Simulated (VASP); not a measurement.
# NaCl (scan) (Fm-3m) in VASP: a series of runs

Runs on NaCl (scan). Level: r2SCAN. Tasks: single point, relaxation of cell and atoms.

Program: VASP 6.6.1. These are calculated values, not measurements. Logs are shortened: lines on timing, memory, paths and dates and some standing lists are left out, and cuts for length are marked.

## 1. The cell of the first run

Symmetry: Fm-3m, No. 225, cubic system. Conventional cell: a = 5.168 Å, b = 5.168 Å, c = 5.168 Å, α = 90.00°, β = 90.00°, γ = 90.00°. Within 3.4 Å of Na (site symmetry m-3m) lie 6 Cl at 2.58 Å. Cl (site symmetry m-3m) has 6 Na at 2.58 Å within 3.4 Å.

## 2. Single point, r2SCAN

POSCAR reads:

```
NaCl
1.0
    0.0000000000      2.5841993485      2.5841993485
    2.5841993485      0.0000000000      2.5841993485
    2.5841993485      2.5841993485      0.0000000000
Na Cl
1 1
Direct
    0.0000000000      0.0000000000      0.0000000000
    0.5000000000      0.5000000000      0.5000000000
```

INCAR.step1 reads:

```
PREC = Accurate
ENCUT = 520
ISMEAR = 0
SIGMA = 0.02
LREAL = False
LASPH = True
NELM = 60
NBANDS = 14
GGA = PE
ALGO = Normal
EDIFF = 1E-4
LWAVE = True
LCHARG = False
```

INCAR.step2 reads:

```
PREC = Accurate
ENCUT = 520
EDIFF = 1E-6
ISMEAR = 0
SIGMA = 0.02
LREAL = False
LASPH = True
NELM = 60
ALGO = Normal
ISIF = 2
LWAVE = False
LCHARG = False
METAGGA = R2SCAN
LMIXTAU = True
NBANDS = 14
ISTART = 1
```

KPOINTS reads:

```
Automatic mesh
0
Gamma
  8 8 8
```

Potentials or basis: VASP PAW PBE potentials, release 64 (Na_pv, Cl).

Started as:

```bash
> cat potpaw_PBE.64/Na_pv/POTCAR potpaw_PBE.64/Cl/POTCAR > POTCAR
> cp INCAR.step1 INCAR
> mpirun -np 1 vasp_std > vasp.out
> cp INCAR.step2 INCAR
> mpirun -np 1 vasp_std > vasp.out
```

OUTCAR:

```text
PREC = Accurate
   ENCUT = 520
   EDIFF = 1E-6
   ISMEAR = 0
   LREAL = False
   LASPH = True
   NELM = 60
   ISIF = 2
   METAGGA = R2SCAN
   ISTART = 1

 ion  position               nearest neighbor table
   1  0.000  0.000  0.000-   2 2.58   2 2.58   2 2.58   2 2.58   2 2.58   2 2.58
   2  0.500  0.500  0.500-   1 2.58   1 2.58   1 2.58   1 2.58   1 2.58   1 2.58

  LATTYP: Found a face centered cubic cell.
 ALAT       =     5.1683986970

  Lattice vectors:

 A1 = (   0.0000000000,   2.5841993485,   2.5841993485)
 A2 = (   2.5841993485,   0.0000000000,   2.5841993485)
 A3 = (   2.5841993485,   2.5841993485,   0.0000000000)

Analysis of symmetry for initial positions (statically):
=====================================================================
 Subroutine PRICEL returns:
 Original cell was already a primitive cell.

 Routine SETGRP: Setting up the symmetry group for a
 face centered cubic supercell.

 Subroutine GETGRP returns: Found 48 space group operations
 (whereof 48 operations were pure point group operations)
 out of a pool of 48 trial point group operations.

The static configuration has the point symmetry O_h .

Analysis of symmetry for dynamics (positions and initial velocities):
=====================================================================
 Subroutine PRICEL returns:
 Original cell was already a primitive cell.

 Routine SETGRP: Setting up the symmetry group for a
 face centered cubic supercell.

 Subroutine GETGRP returns: Found 48 space group operations
 (whereof 48 operations were pure point group operations)
 out of a pool of 48 trial point group operations.

The dynamic configuration has the point symmetry O_h .

 Subroutine INISYM returns: Found 48 space group operations
 (whereof 48 operations are pure point group operations),
 and found     1 'primitive' translations

----------------------------------------------------------------------------------------

                                     Primitive cell

  volume of cell :      34.5150

  direct lattice vectors                    reciprocal lattice vectors
     0.000000000  2.584199348  2.584199348    -0.193483525  0.193483525  0.193483525
     2.584199348  0.000000000  2.584199348     0.193483525 -0.193483525  0.193483525
     2.584199348  2.584199348  0.000000000     0.193483525  0.193483525 -0.193483525

  length of vectors
     3.654609767  3.654609767  3.654609767     0.335123296  0.335123296  0.335123296

  position of ions in fractional coordinates (direct lattice)
     0.000000000  0.000000000  0.000000000
     0.500000000  0.500000000  0.500000000

  ion indices of the primitive-cell ions
   primitive index   ion index
                 1           1
                 2           2

----------------------------------------------------------------------------------------

 KPOINTS: Automatic mesh

Automatic generation of k-mesh.
 Grid dimensions read from file:
 generate k-points for:    8    8    8

 Generating k-lattice:

  Cartesian coordinates                     Fractional coordinates (reciprocal lattice)
    -0.024185441  0.024185441  0.024185441     0.125000000  0.000000000  0.000000000
     0.024185441 -0.024185441  0.024185441     0.000000000  0.125000000  0.000000000
     0.024185441  0.024185441 -0.024185441     0.000000000  0.000000000  0.125000000

  Length of vectors
     0.041890412  0.041890412  0.041890412

  Shift w.r.t. Gamma in fractional coordinates (k-lattice)
     0.000000000  0.000000000  0.000000000

 Subroutine IBZKPT returns following result:
 ===========================================

 Found     29 irreducible k-points:

 Following reciprocal coordinates:
            Coordinates               Weight
  0.000000  0.000000  0.000000      1.000000
  0.125000  0.000000  0.000000      8.000000
  0.250000  0.000000  0.000000      8.000000
  0.375000  0.000000  0.000000      8.000000
  0.500000  0.000000  0.000000      4.000000
  0.125000  0.125000  0.000000      6.000000
[... 16 lines left out ...]
  0.500000  0.250000  0.125000     48.000000
 -0.375000  0.250000  0.125000     24.000000
 [... further k-points ...]
   k-points           NKPTS =     29   k-points in BZ     NKDIM =     29   number of bands    NBANDS=     14
   number of dos      NEDOS =    301   number of ions     NIONS =      2
   total plane-waves  NPLWV =  21952
   dimension x,y,z NGX =    28 NGY =   28 NGZ =   28
   dimension x,y,z NGXF=    56 NGYF=   56 NGZF=   56
   ions per type =               1   1
   NGX,Y,Z   is equivalent  to a cutoff of  12.74, 12.74, 12.74 a.u.
   NGXF,Y,Z  is equivalent  to a cutoff of  25.47, 25.47, 25.47 a.u.
 SYSTEM =  unknown system
   PREC   = accura    normal or accurate (medium, high low for compatibility)
   ISTART =      1    job   : 0-new  1-cont  2-samecut
   ICHARG =      0    charge: 1-file 2-atom 10-const
   ISPIN  =      1    spin polarized calculation?
   LNONCOLLINEAR =      F non collinear calculations
   LSORBIT =      F    spin-orbit coupling
   LASPH  =      T    aspherical Exc in radial PAW
   ENCUT  =  520.0 eV  38.22 Ry    6.18 a.u.   6.80  6.80  6.80*2*pi/ulx,y,z
   NELM   =     60;   NELMIN=  2; NELMDL=  0     # of ELM steps
   EDIFF  = 0.1E-05   stopping-criterion for ELM
   LREAL  =      F    real-space projection
   EDIFFG = 0.1E-04   stopping-criterion for IOM
   NSW    =      0    number of steps for IOM
   IBRION =     -1    ionic relax: 0-MD 1-quasi-New 2-CG
   NFREE  =      0    steps in history (QN), initial steepest desc. (CG)
   ISIF   =      2    stress and relaxation
   ISYM   =      2    0-nonsym 1-usesym 2-fastsym
   POTIM  = 0.5000    time-step for ionic-motion
   TEBEG  =    0.0;   TEEND  =   0.0 temperature during run
   PSTRESS=    0.0 pullay stress
   NELECT =      14.0000    total number of electrons
   NUPDOWN=      -1.0000    fix difference up-down
   EMIN   =  10.00;   EMAX   =-10.00  energy-range for DOS
   EFERMI =   0.00;   METHOD = LEGACY
   ISMEAR =     0;   SIGMA  =   0.02  broadening in eV -4-tet -1-fermi 0-gaus
   EFERMI_NEDOS =   21; number of points for ismear=-14 and -15
   IALGO  =     38    algorithm
   IMIX   =      4    mixing-type and parameters
     AMIX     =   0.40;   BMIX     =  1.00
     AMIX_MAG =   1.60;   BMIX_MAG =  1.00
  volume/ion in A,a.u.               =      17.26       116.46
  Fermi-wavevector in a.u.,A,eV,Ry     =   1.211848  2.290061 19.981185  1.468576
  Thomas-Fermi vector in A             =   2.347351
   LORBIT       =      0    0 simple, 1 ext, 2 COOP (PROOUT), +10 PAW based schemes
   METAGGA = R2SCAN    functional components
   LHFCALC =     F    Hartree Fock is set to
   AEXX    =    0.0000 exact exchange contribution
   IVDW    =     0    specifies the selected vdW correction
   LEPSILON=     F    determine dielectric tensor
   LRPA    =     F    only Hartree local field effects (RPA)
 non-spin polarized calculation
 Gauss-broadening in eV      SIGMA  =   0.02
  energy-cutoff  :      520.00
  volume of cell :       34.52
 maximum number of plane-waves:       950
   NGX = 13   NGY = 13   NGZ = 13

 number of electron      14.0000011 magnetization

 Free energy of the ion-electron system (eV)
  ---------------------------------------------------
  ext. energy  EPLUGINS =         0.00000000
  ---------------------------------------------------
  free energy    TOTEN  =       -13.52589380 eV

  energy without entropy =      -13.52589380  energy(sigma->0) =      -13.52589380

 E-fermi :   0.7439     XC(G=0):  -9.9239

 val. band max:        0.6598889955   @ k =   0.0000   0.0000   0.0000
 cond. band min:       7.9097003076   @ k =   0.0000   0.0000   0.0000
 fundamental gap:      7.2498113121
 Fermi energy:         0.7438900816

 k-point     1 :       0.0000    0.0000    0.0000
  band No.  band energies     occupation
      1     -20.5262      2.00000
      2     -20.5257      2.00000
      3     -20.5257      2.00000
      4     -13.3384      2.00000
      5       0.6599      2.00000
      6       0.6599      2.00000
      7       0.6599      2.00000
      8       7.9097      0.00000
      9      12.5446      0.00000
     10      12.5446      0.00000
     11      12.5447      0.00000
     12      15.1733      0.00000
     13      15.1733      0.00000
     14      17.3631      0.00000

 k-point     2 :       0.1250    0.0000    0.0000
  band No.  band energies     occupation
      1     -20.5406      2.00000
      2     -20.5268      2.00000
      3     -20.5264      2.00000
      4     -13.2401      2.00000
      5       0.1290      2.00000
      6       0.5842      2.00000
      7       0.5842      2.00000
      8       8.4942      0.00000
      9      12.0678      0.00000
     10      12.8286      0.00000
     11      12.8287      0.00000
     12      15.0538      0.00000
     13      15.0538      0.00000
     14      18.6129      0.00000

 k-point     3 :       0.2500    0.0000    0.0000
  band No.  band energies     occupation
      1     -20.5755      2.00000
      2     -20.5285      2.00000
      3     -20.5281      2.00000
      4     -12.9924      2.00000
      5      -0.9462      2.00000
      6       0.4096      2.00000
      7       0.4096      2.00000
      8       9.2407      0.00000
      9      12.1436      0.00000
     10      13.1925      0.00000
     11      13.1929      0.00000
     12      15.4261      0.00000
     13      15.4262      0.00000
     14      19.5659      0.00000
[... 324 lines left out ...]
 k-point    23 :       0.5000    0.2500    0.1250
  band No.  band energies     occupation
      1     -20.5952      2.00000
      2     -20.5474      2.00000
      3     -20.5348      2.00000
      4     -12.6466      2.00000
      5      -1.6387      2.00000
      6      -0.4313      2.00000
      7       0.0506      2.00000
      8      10.3869      0.00000
      9      11.8699      0.00000
     10      12.3224      0.00000
     11      14.3880      0.00000
     12      16.3492      0.00000
     13      19.4838      0.00000
     14      19.8686      0.00000

 k-point    24 :      -0.3750    0.2500    0.1250
  band No.  band energies     occupation
      1     -20.6018      2.00000
      2     -20.5485      2.00000
      3     -20.5372      2.00000
      4     -12.5640      2.00000
      5      -1.8280      2.00000
      6      -0.5570      2.00000
      7      -0.0301      2.00000
      8      10.3257      0.00000
      9      11.8105      0.00000
     10      13.1647      0.00000
     11      14.1771      0.00000
     12      17.2248      0.00000
     13      19.2107      0.00000
     14      19.9324      0.00000

 [... further k-points ...]
[... 5 lines left out ...]
  --------------------------------------------------------------------------------------
  -------------------------------------------------------------------------------------
  Total        2.5195125      2.5195125      2.5195125      0.0000000      0.0000000     -0.0000000
  in kB      116.9550713    116.9550713    116.9550713      0.0000000      0.0000000     -0.0000000
  external PRESSURE =     116.9550713 kB  Pullay stress =       0.0000000 kB

 VOLUME and BASIS-vectors are now :
 -----------------------------------------------------------------------------
  energy-cutoff  :      520.00
  volume of cell :       34.52
      direct lattice vectors                 reciprocal lattice vectors
     0.000000000  2.584199348  2.584199348    -0.193483525  0.193483525  0.193483525
     2.584199348  0.000000000  2.584199348     0.193483525 -0.193483525  0.193483525
     2.584199348  2.584199348  0.000000000     0.193483525  0.193483525 -0.193483525

 POSITION                                       TOTAL-FORCE (eV/Angst)
 -----------------------------------------------------------------------------------
      0.00000      0.00000      0.00000        -0.000000     -0.000000     -0.000000
      2.58420      2.58420      2.58420         0.000000      0.000000      0.000000
 -----------------------------------------------------------------------------------
    total drift:                                0.000000      0.000000      0.000000

  FREE ENERGIE OF THE ION-ELECTRON SYSTEM (eV)
  ---------------------------------------------------
  free  energy   TOTEN  =       -13.5258937985 eV

  energy  without entropy=      -13.5258937985  energy(sigma->0) =      -13.52589380
```

It took 29 s on 1 thread of AMD EPYC 9R45 (Zen 5), shared host; peak memory 0.13 GiB.

What came out:

| Property | Result |
| --- | --- |
| Free energy | -13.5259 eV |
| Pressure | 11.7 GPa |
| Band gap on the k mesh | 7.25 eV, direct |

Levels at points of the mesh, in eV from the valence-band top:
| k point | band 5 | band 6 | band 7 | band 8 | band 9 | band 10 |
| --- | --- | --- | --- | --- | --- | --- |
| (0.00, 0.00, 0.00) | 0.00 | 0.00 | 0.00 | 7.25 | 11.88 | 11.88 |
| (0.50, 0.00, 0.00) | -2.88 | -0.48 | -0.48 | 8.39 | 12.34 | 12.34 |
| (0.50, 0.50, 0.00) | -2.51 | -0.91 | -0.91 | 8.22 | 9.19 | 14.40 |

Caveat: the PAW data sets were made with another functional, which shifts forces and pressure a little. r2SCAN opens gaps a little over a GGA but as a rule still falls short of measured ones.

(Part 1 of 2 ends here.)
